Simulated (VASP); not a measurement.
# SiPb (wurtzite type) (P6_3mc) in VASP: a series of runs

SiPb (wurtzite type) is run at these levels: PBE; tasks: electric field gradients.

Program: VASP 6.6.1. These are calculated values, not measurements. Logs are shortened: lines on timing, memory, paths and dates and some standing lists are left out, and cuts for length are marked.

## Step 1: The cell of the first run

The structure is hexagonal, space group P6_3mc (No. 186). The conventional cell has a = 4.429 Å, b = 4.429 Å, c = 7.278 Å, α = 90.00°, β = 90.00°, γ = 120.00°. Pb (site symmetry 3m) has 4 Si at 2.71 to 2.73 Å within 3.6 Å. Within 3.6 Å of Si (site symmetry 3m) lie 4 Pb at 2.71 to 2.73 Å.

## Step 2: Electric field gradients, PBE

INCAR reads:

```
PREC     = Accurate       # precision mode
ENCUT    = 520            # plane-wave cutoff, eV
EDIFF    = 1E-8           # SCF threshold, eV
ISMEAR   = -1             # smearing method
SIGMA    = 0.03           # smearing width, eV
LREAL    = F              # projectors in reciprocal space
LASPH    = T              # aspherical terms in the spheres
NELM     = 100            # most SCF steps
ALGO     = Normal         # electronic algorithm
ISIF     = 2              # what is computed and relaxed
LWAVE    = F              # write WAVECAR
LCHARG   = F              # write CHGCAR
GGA      = PE             # functional
LEFG     = T            
NBANDS   = 26             # bands
```

KPOINTS reads:

```
regular mesh
0
Gamma
  10 10 6
```

POSCAR reads:

```
SiPb
1.0
    4.4288261461      0.0000000000      0.0000000000
   -2.2144130731      3.8354759514      0.0000000000
    0.0000000000      0.0000000000      7.2784130397
Pb Si
2 2
Direct
    0.3333333333      0.6666666667      0.0004709186
    0.6666666667      0.3333333333      0.5004709186
    0.3333333333      0.6666666667      0.3755290814
    0.6666666667      0.3333333333      0.8755290814
```

Potentials or basis: VASP PAW PBE potentials, release 64 (Pb_d, Si).

On the command line:

```bash
> cat potpaw_PBE.64/Pb_d/POTCAR potpaw_PBE.64/Si/POTCAR > POTCAR
> mpirun -np 1 vasp_std > vasp.out
```

OUTCAR:

```text
PREC = Accurate
   ENCUT = 520
   EDIFF = 1E-8
   ISMEAR = -1
   LREAL = F
   LASPH = T
   NELM = 100
   ISIF = 2
   GGA = PE

 ion  position               nearest neighbor table
   1  0.333  0.667  0.000-   4 2.71   4 2.71   4 2.71   3 2.73
   2  0.667  0.333  0.500-   3 2.71   3 2.71   3 2.71   4 2.73
   3  0.333  0.667  0.376-   2 2.71   2 2.71   2 2.71   1 2.73
   4  0.667  0.333  0.876-   1 2.71   1 2.71   1 2.71   2 2.73

  LATTYP: Found a hexagonal cell.
 ALAT       =     4.4288261461
 C/A-ratio  =     1.6434180976

  Lattice vectors:

 A1 = (   4.4288261461,   0.0000000000,   0.0000000000)
 A2 = (  -2.2144130731,   3.8354759514,   0.0000000000)
 A3 = (   0.0000000000,   0.0000000000,   7.2784130397)

Analysis of symmetry for initial positions (statically):
=====================================================================
 Subroutine PRICEL returns:
 Original cell was already a primitive cell.

 Routine SETGRP: Setting up the symmetry group for a
 hexagonal supercell.

 Subroutine GETGRP returns: Found 12 space group operations
 (whereof  6 operations were pure point group operations)
 out of a pool of 24 trial point group operations.

The static configuration has the point symmetry C_3v.
 The point group associated with its full space group is C_6v.

Analysis of symmetry for dynamics (positions and initial velocities):
=====================================================================
 Subroutine PRICEL returns:
 Original cell was already a primitive cell.

 Routine SETGRP: Setting up the symmetry group for a
 hexagonal supercell.

 Subroutine GETGRP returns: Found 12 space group operations
 (whereof  6 operations were pure point group operations)
 out of a pool of 24 trial point group operations.

The dynamic configuration has the point symmetry C_3v.
 The point group associated with its full space group is C_6v.

 Subroutine INISYM returns: Found 12 space group operations
 (whereof  6 operations are pure point group operations),
 and found     1 'primitive' translations

----------------------------------------------------------------------------------------

                                     Primitive cell

  volume of cell :     123.6359

  direct lattice vectors                    reciprocal lattice vectors
     4.428826146  0.000000000  0.000000000     0.225793465  0.130361918  0.000000000
    -2.214413073  3.835475951  0.000000000     0.000000000  0.260723835  0.000000000
     0.000000000  0.000000000  7.278413040     0.000000000  0.000000000  0.137392587

  length of vectors
     4.428826146  4.428826146  7.278413040     0.260723835  0.260723835  0.137392587

  position of ions in fractional coordinates (direct lattice)
     0.333333333  0.666666667  0.000470919
     0.666666667  0.333333333  0.500470919
     0.333333333  0.666666667  0.375529081
     0.666666667  0.333333333  0.875529081

  ion indices of the primitive-cell ions
   primitive index   ion index
                 1           1
                 2           2
                 3           3
                 4           4

----------------------------------------------------------------------------------------

 KPOINTS: regular mesh

Automatic generation of k-mesh.
 Grid dimensions read from file:
 generate k-points for:   10   10    6

 Generating k-lattice:

  Cartesian coordinates                     Fractional coordinates (reciprocal lattice)
     0.022579346  0.013036192  0.000000000     0.100000000  0.000000000  0.000000000
     0.000000000  0.026072384  0.000000000     0.000000000  0.100000000  0.000000000
     0.000000000  0.000000000  0.022898765     0.000000000  0.000000000  0.166666667

  Length of vectors
     0.026072384  0.026072384  0.022898765

  Shift w.r.t. Gamma in fractional coordinates (k-lattice)
     0.000000000  0.000000000  0.000000000

 Subroutine IBZKPT returns following result:
 ===========================================

 Found     56 irreducible k-points:

 Following reciprocal coordinates:
            Coordinates               Weight
  0.000000  0.000000  0.000000      1.000000
  0.100000 -0.000000  0.000000      6.000000
  0.200000 -0.000000  0.000000      6.000000
  0.300000  0.000000  0.000000      6.000000
  0.400000 -0.000000  0.000000      6.000000
  0.500000  0.000000  0.000000      3.000000
[... 16 lines left out ...]
  0.300000  0.100000  0.166667     24.000000
  0.400000  0.100000  0.166667     24.000000
 [... further k-points ...]
   k-points           NKPTS =     56   k-points in BZ     NKDIM =     56   number of bands    NBANDS=     26
   number of dos      NEDOS =    301   number of ions     NIONS =      4
   total plane-waves  NPLWV =  69984
   dimension x,y,z NGX =    36 NGY =   36 NGZ =   54
   dimension x,y,z NGXF=    72 NGYF=   72 NGZF=  108
   ions per type =               2   2
   NGX,Y,Z   is equivalent  to a cutoff of  13.51, 13.51, 12.33 a.u.
   NGXF,Y,Z  is equivalent  to a cutoff of  27.03, 27.03, 24.67 a.u.
 SYSTEM =  unknown system
   PREC   = accura    normal or accurate (medium, high low for compatibility)
   ISTART =      0    job   : 0-new  1-cont  2-samecut
   ICHARG =      2    charge: 1-file 2-atom 10-const
   ISPIN  =      1    spin polarized calculation?
   LNONCOLLINEAR =      F non collinear calculations
   LSORBIT =      F    spin-orbit coupling
   LASPH  =      T    aspherical Exc in radial PAW
   ENCUT  =  520.0 eV  38.22 Ry    6.18 a.u.   8.23  8.23 13.53*2*pi/ulx,y,z
   NELM   =    100;   NELMIN=  2; NELMDL= -5     # of ELM steps
   EDIFF  = 0.1E-07   stopping-criterion for ELM
   LREAL  =      F    real-space projection
   EDIFFG = 0.1E-06   stopping-criterion for IOM
   NSW    =      0    number of steps for IOM
   IBRION =     -1    ionic relax: 0-MD 1-quasi-New 2-CG
   NFREE  =      0    steps in history (QN), initial steepest desc. (CG)
   ISIF   =      2    stress and relaxation
   ISYM   =      2    0-nonsym 1-usesym 2-fastsym
   POTIM  = 0.5000    time-step for ionic-motion
   TEBEG  =    0.0;   TEEND  =   0.0 temperature during run
   PSTRESS=    0.0 pullay stress
   NELECT =      36.0000    total number of electrons
   NUPDOWN=      -1.0000    fix difference up-down
   EMIN   =  10.00;   EMAX   =-10.00  energy-range for DOS
   EFERMI =   0.00;   METHOD = LEGACY
   ISMEAR =    -1;   SIGMA  =   0.03  broadening in eV -4-tet -1-fermi 0-gaus
   EFERMI_NEDOS =   21; number of points for ismear=-14 and -15
   IALGO  =     38    algorithm
   IMIX   =      4    mixing-type and parameters
     AMIX     =   0.40;   BMIX     =  1.00
     AMIX_MAG =   1.60;   BMIX_MAG =  1.00
  volume/ion in A,a.u.               =      30.91       208.58
  Fermi-wavevector in a.u.,A,eV,Ry     =   1.085078  2.050499 16.019410  1.177393
  Thomas-Fermi vector in A             =   2.221183
   LORBIT       =      0    0 simple, 1 ext, 2 COOP (PROOUT), +10 PAW based schemes
   GGA     = PE    functional components
   LHFCALC =     F    Hartree Fock is set to
   AEXX    =    0.0000 exact exchange contribution
   IVDW    =     0    specifies the selected vdW correction
   LEPSILON=     F    determine dielectric tensor
   LRPA    =     F    only Hartree local field effects (RPA)
 non-spin polarized calculation
  energy-cutoff  :      520.00
  volume of cell :      123.64
 maximum number of plane-waves:      3357
 NGX is ok and might be reduce to    36
   NGX = 17   NGY = 17   NGZ = 27

 number of electron      35.9999997 magnetization

 Free energy of the ion-electron system (eV)
  ---------------------------------------------------
  ext. energy  EPLUGINS =         0.00000000
  ---------------------------------------------------
  free energy    TOTEN  =       -16.08927481 eV

  energy without entropy =      -16.08835951  energy(sigma->0) =      -16.08881716

 E-fermi :   4.8393     XC(G=0):  -8.7377

 val. band max:        4.8304143339   @ k =   0.0000   0.0000   0.0000
 cond. band min:       4.8474013410   @ k =   0.0000   0.0000   0.1667
 fundamental gap:      0.0169870071
 Fermi energy:         4.8393455518

 k-point     1 :       0.0000    0.0000    0.0000
  band No.  band energies     occupation
      1     -12.1275      2.00000
      2     -12.1143      2.00000
      3     -12.1122      2.00000
      4     -12.1122      2.00000
      5     -12.1019      2.00000
      6     -12.1019      2.00000
[... 685 lines left out ...]
     25      11.4966      0.00000
     26      11.6228      0.00000

 [... further k-points ...]
[... 5 lines left out ...]
  --------------------------------------------------------------------------------------
  -------------------------------------------------------------------------------------
  Total       -0.0386566     -0.0386566     -0.0452176      0.0000000      0.0000000      0.0000000
  in kB       -0.5009447     -0.5009447     -0.5859675      0.0000000      0.0000000      0.0000000
  external PRESSURE =      -0.5292856 kB  Pullay stress =       0.0000000 kB

 VOLUME and BASIS-vectors are now :
 -----------------------------------------------------------------------------
  energy-cutoff  :      520.00
  volume of cell :      123.64
      direct lattice vectors                 reciprocal lattice vectors
     4.428826146  0.000000000  0.000000000     0.225793465  0.130361918  0.000000000
    -2.214413073  3.835475951  0.000000000     0.000000000  0.260723835  0.000000000
     0.000000000  0.000000000  7.278413040     0.000000000  0.000000000  0.137392587

 POSITION                                       TOTAL-FORCE (eV/Angst)
 -----------------------------------------------------------------------------------
     -0.00000      2.55698      0.00343        -0.000000      0.000000     -0.002888
      2.21441      1.27849      3.64263         0.000000     -0.000000     -0.002888
     -0.00000      2.55698      2.73326         0.000000      0.000000      0.002888
      2.21441      1.27849      6.37246         0.000000      0.000000      0.002888
 -----------------------------------------------------------------------------------
    total drift:                               -0.000000      0.000000     -0.000188

  FREE ENERGIE OF THE ION-ELECTRON SYSTEM (eV)
  ---------------------------------------------------
  free  energy   TOTEN  =       -16.0892748134 eV

  energy  without entropy=      -16.0883595121  energy(sigma->0) =      -16.08881716

 Electric field gradients (V/A^2)
---------------------------------------------------------------------
 ion       V_xx      V_yy      V_zz      V_xy      V_xz      V_yz
---------------------------------------------------------------------
   1      -7.115    -7.116    14.232    -0.001     0.000    -0.000
   2      -7.115    -7.116    14.232    -0.001    -0.000     0.000
   3      -0.760    -0.760     1.520     0.000     0.000    -0.000
   4      -0.760    -0.760     1.520     0.000    -0.000     0.000
---------------------------------------------------------------------

 Electric field gradients after diagonalization (V/A^2)
 (convention: |V_zz| > |V_xx| > |V_yy|)
----------------------------------------------------------------------
 ion       V_xx      V_yy      V_zz     asymmetry (V_yy - V_xx)/ V_zz
----------------------------------------------------------------------
   1      -7.117    -7.115    14.232       0.000
   2      -7.117    -7.115    14.232       0.000
   3      -0.760    -0.760     1.520       0.000
   4      -0.760    -0.760     1.520       0.000
----------------------------------------------------------------------

           NMR quadrupolar parameters

 Cq : quadrupolar parameter    Cq=e*Q*V_zz/h
 eta: asymmetry parameters     (V_yy - V_xx)/ V_zz
 Q  : nuclear electric quadrupole moment in mb (millibarn)
----------------------------------------------------------------------
 ion       Cq(MHz)       eta       Q (mb)
----------------------------------------------------------------------
   1       0.034       0.000       1.000
   2       0.034       0.000       1.000
   3       0.004       0.000       1.000
   4       0.004       0.000       1.000
----------------------------------------------------------------------
```

Run time: 2.1 min. Hardware: 1 thread of AMD EPYC 9R45 (Zen 5), shared host; peak memory 0.3 GiB.

Results:

* Free energy: -16.0893 eV
* Pressure: -0.1 GPa
* Band gap on the k mesh: zero (band 18 reaches 4.85 eV, above the bottom of band 19 at 4.59 eV)

Forces in eV/Å, atoms in the order of the input:
```
Pb   0.000  0.000 -0.003
Pb   0.000  0.000 -0.003
Si   0.000  0.000  0.003
Si   0.000  0.000  0.003
```

Electric field gradients, principal values (V/Å²):
```tsv
atom	least	middle	greatest (by size)
1 Pb	-7.115	-7.117	14.232
2 Pb	-7.115	-7.117	14.232
3 Si	-0.760	-0.760	1.520
4 Si	-0.760	-0.760	1.520
```

Caveat: without QUAD_EFG the Cq values of the log hold for a quadrupole moment of 1 mb, not for the nuclei; spin-orbit coupling is left out, which moves the levels of the heavy elements.

## Step 3: Electric field gradients, PBE

INCAR reads:

```
SYSTEM = SiPb
PREC = Accurate
ENCUT = 520
EDIFF = 1E-8
ISMEAR = -1
SIGMA = 0.03
LREAL = .FALSE.
LASPH = .TRUE.
NELM = 100
ALGO = Normal
ISIF = 2
LWAVE = .FALSE.
LCHARG = .FALSE.
GGA = PE
LEFG = .TRUE.
NBANDS = 26
```

KPOINTS reads:

```
Automatic mesh
0
G
  10 10 6
  0 0 0
```

POSCAR is that of step 2.

Potentials or basis: VASP PAW PBE potentials, release 64 (Pb_d, Si).

On the command line:

```bash
> cat potpaw_PBE.64/Pb_d/POTCAR potpaw_PBE.64/Si/POTCAR > POTCAR
> mpirun -np 1 vasp_std > vasp.out
```

OUTCAR:

```text
SYSTEM = SiPb
   PREC = Accurate
   ENCUT = 520
   EDIFF = 1E-8
   ISMEAR = -1
   LREAL = .FALSE.
   LASPH = .TRUE.
   NELM = 100
   ISIF = 2
   GGA = PE

 ion  position               nearest neighbor table
   1  0.333  0.667  0.000-   4 2.71   4 2.71   4 2.71   3 2.73
   2  0.667  0.333  0.500-   3 2.71   3 2.71   3 2.71   4 2.73
   3  0.333  0.667  0.376-   2 2.71   2 2.71   2 2.71   1 2.73
   4  0.667  0.333  0.876-   1 2.71   1 2.71   1 2.71   2 2.73

  LATTYP: Found a hexagonal cell.
 ALAT       =     4.4288261461
 C/A-ratio  =     1.6434180976

  Lattice vectors:

[... 925 lines left out ...]
 ion       V_xx      V_yy      V_zz      V_xy      V_xz      V_yz
---------------------------------------------------------------------
   1      -7.115    -7.116    14.232    -0.001     0.000    -0.000
   2      -7.115    -7.116    14.232    -0.001    -0.000     0.000
   3      -0.760    -0.760     1.520     0.000     0.000    -0.000
   4      -0.760    -0.760     1.520     0.000    -0.000     0.000
---------------------------------------------------------------------

 Electric field gradients after diagonalization (V/A^2)
 (convention: |V_zz| > |V_xx| > |V_yy|)
----------------------------------------------------------------------
 ion       V_xx      V_yy      V_zz     asymmetry (V_yy - V_xx)/ V_zz
----------------------------------------------------------------------
   1      -7.117    -7.115    14.232       0.000
   2      -7.117    -7.115    14.232       0.000
   3      -0.760    -0.760     1.520       0.000
   4      -0.760    -0.760     1.520       0.000
----------------------------------------------------------------------

           NMR quadrupolar parameters

 Cq : quadrupolar parameter    Cq=e*Q*V_zz/h
 eta: asymmetry parameters     (V_yy - V_xx)/ V_zz
 Q  : nuclear electric quadrupole moment in mb (millibarn)
----------------------------------------------------------------------
 ion       Cq(MHz)       eta       Q (mb)
----------------------------------------------------------------------
   1       0.034       0.000       1.000
   2       0.034       0.000       1.000
   3       0.004       0.000       1.000
   4       0.004       0.000       1.000
----------------------------------------------------------------------
```

OSZICAR:

```text
N       E                     dE             d eps       ncg     rms          rms(c)
DAV:   1     0.340063296709E+03    0.34006E+03   -0.16559E+04  2912   0.139E+03
DAV:   2     0.111229144543E+02   -0.32894E+03   -0.31991E+03  2972   0.367E+02
DAV:   3    -0.153522217120E+02   -0.26475E+02   -0.26103E+02  3830   0.127E+02
DAV:   4    -0.162722168195E+02   -0.92000E+00   -0.91813E+00  3520   0.279E+01
DAV:   5    -0.163179703321E+02   -0.45754E-01   -0.45749E-01  4122   0.592E+00    0.369E+00
DAV:   6    -0.161220243458E+02    0.19595E+00   -0.32185E-01  3902   0.487E+00    0.213E+00
DAV:   7    -0.160876417915E+02    0.34383E-01   -0.17668E-01  4236   0.282E+00    0.619E-01
DAV:   8    -0.160882212034E+02   -0.57941E-03   -0.23665E-02  3654   0.137E+00    0.914E-02
DAV:   9    -0.160888124658E+02   -0.59126E-03   -0.19057E-03  3506   0.419E-01    0.612E-02
DAV:  10    -0.160891919626E+02   -0.37950E-03   -0.41231E-04  3436   0.952E-02    0.184E-02
DAV:  11    -0.160892698019E+02   -0.77839E-04   -0.13903E-04  3364   0.769E-02    0.726E-03
DAV:  12    -0.160892734327E+02   -0.36308E-05   -0.66206E-06  3638   0.149E-02    0.310E-03
DAV:  13    -0.160892747363E+02   -0.13037E-05   -0.16144E-06  3606   0.778E-03    0.131E-03
DAV:  14    -0.160892749238E+02   -0.18746E-06   -0.14536E-07  3402   0.296E-03    0.634E-04
DAV:  15    -0.160892748487E+02    0.75135E-07   -0.21806E-08  2776   0.157E-03    0.131E-04
DAV:  16    -0.160892747980E+02    0.50625E-07   -0.57478E-09  2144   0.492E-04    0.115E-04
DAV:  17    -0.160892748123E+02   -0.14244E-07   -0.14412E-09  1636   0.503E-04    0.325E-05
DAV:  18    -0.160892748134E+02   -0.11087E-08   -0.30998E-10  1616   0.205E-04
   1 F= -.16089275E+02 E0= -.16088817E+02  d E =-.915301E-03
```

stdout:

```text
POSCAR found type information on POSCAR PbSi
 POSCAR found :  2 types and       4 ions
 scaLAPACK will be used
 LDA part: xc-table for (Slater+PW92), standard interpolation
 POSCAR, INCAR and KPOINTS ok, starting setup
 FFT: planning ... GRIDC
 FFT: planning ... GRID_SOFT
 FFT: planning ... GRID
 WAVECAR not read
 entering main loop
ion   1

ion   2

ion   3

ion   4
```

Run time: 5.8 min. Hardware: 1 thread of Intel Xeon 8259CL, shared host; peak memory 0.34 GiB.

What came out:

| Property | Result |
| --- | --- |
| Free energy | -16.0893 eV |
| Pressure | -0.1 GPa |
| Band gap on the k mesh | zero (band 18 reaches 4.85 eV, above the bottom of band 19 at 4.59 eV) |

Forces on the atoms (eV/Å):
```
Pb   0.000  0.000 -0.003
Pb   0.000  0.000 -0.003
Si   0.000  0.000  0.003
Si   0.000  0.000  0.003
```

Electric field gradients, principal values (V/Å²):
| atom | least | middle | greatest (by size) |
| --- | --- | --- | --- |
| 1 Pb | -7.115 | -7.117 | 14.232 |
| 2 Pb | -7.115 | -7.117 | 14.232 |
| 3 Si | -0.760 | -0.760 | 1.520 |
| 4 Si | -0.760 | -0.760 | 1.520 |

Caveat: without QUAD_EFG the Cq values of the log hold for a quadrupole moment of 1 mb, not for the nuclei; spin-orbit coupling is left out, which moves the levels of the heavy elements.
